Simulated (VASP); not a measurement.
SnSe, 2 atoms in the cell. It takes space group Fm-3m (No. 225, cubic). The conventional cell has a = 6.020 Å, b = 6.020 Å, c = 6.020 Å, α = 90.00°, β = 90.00°, γ = 90.00°. Within 4.0 Å of Sn (site symmetry m-3m) lie 6 Se at 3.01 Å. Within 4.0 Å of Se (site symmetry m-3m) lie 6 Sn at 3.01 Å. 

```yaml
Program: VASP 6.6.1
Task: relaxation of cell and atoms
Functional: revPBE
Dispersion: D3(BJ)
Potentials_or_basis: VASP PAW PBE potentials, release 64 (Sn_d, Se)
Cutoff: 600 eV
k_mesh: 8 × 8 × 8
Occupations: fermi-dirac, width 0.05 eV
Spin: no spin polarisation
Dipole_correction: no
Further_INCAR_settings: ALGO = Normal; EDIFF = 1e-07; IBRION = 2; EDIFFG = -0.01; NSW = 60; ISIF = 3
```

Potentials or basis: VASP PAW PBE potentials, release 64 (Sn_d, Se).

Launch:

```sh
$ cat potpaw_PBE.64/Sn_d/POTCAR potpaw_PBE.64/Se/POTCAR > POTCAR
$ mpirun -np 1 vasp_std > vasp.out
```

Hardware: 1 thread of Intel Xeon 6975P-C (shared host).

**Question.** How long does it take, and how much memory?

**Answer.** Run time: 65 s on 1 thread of Intel Xeon 6975P-C (shared host), peak memory 0.24 GiB. Counts: scf iterations 32, k points 29, ion steps 3.
